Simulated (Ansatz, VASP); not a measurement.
One calculation of Ti, two programs

```
Ti
1.0
     2.95000   -0.08850    0.00000
    -1.55164    2.59902    0.00000
     0.00000    0.00000    4.68600
Ti
2
Direct
  0.33333 0.66667 0.25000
  0.66667 0.33333 0.75000
```

Change from the starting cell: strain -0.0600 x Voigt [0, 0, 0, 0, 0, 1], atoms carried along.

Alike in both runs: task single point; functional r2SCAN; k mesh 18 × 18 × 10; occupations gaussian, width 0.15 eV; no spin polarisation.

|  | VASP | Ansatz |
| --- | --- | --- |
| version | VASP 6.6.1 | Ansatz 0.2.0 |
| potentials or method | VASP PAW PBE potentials, release 64 (Ti_sv), cutoff 520 eV | scalar-relativistic, plane waves, PAW |
| valence electrons in the cell | 24 | 24 |

```csv
,VASP,Ansatz,Ansatz less VASP
gap on the k mesh at the Fermi level (eV),none,none,-
pressure (GPa),-1.7,-2.1,-0.34
"traceless stress, the component that is largest in VASP (GPa)",4.29,4.27,-0.015
rms of the force components (eV/Å),0.112,0.112,-0.0007
```

VASP's potentials were made for PBE, not for r2SCAN. Atom by atom the forces differ by 0.001 eV/Å (rms over components). A gap of «none» marks a metal or a gap that the smearing closes.
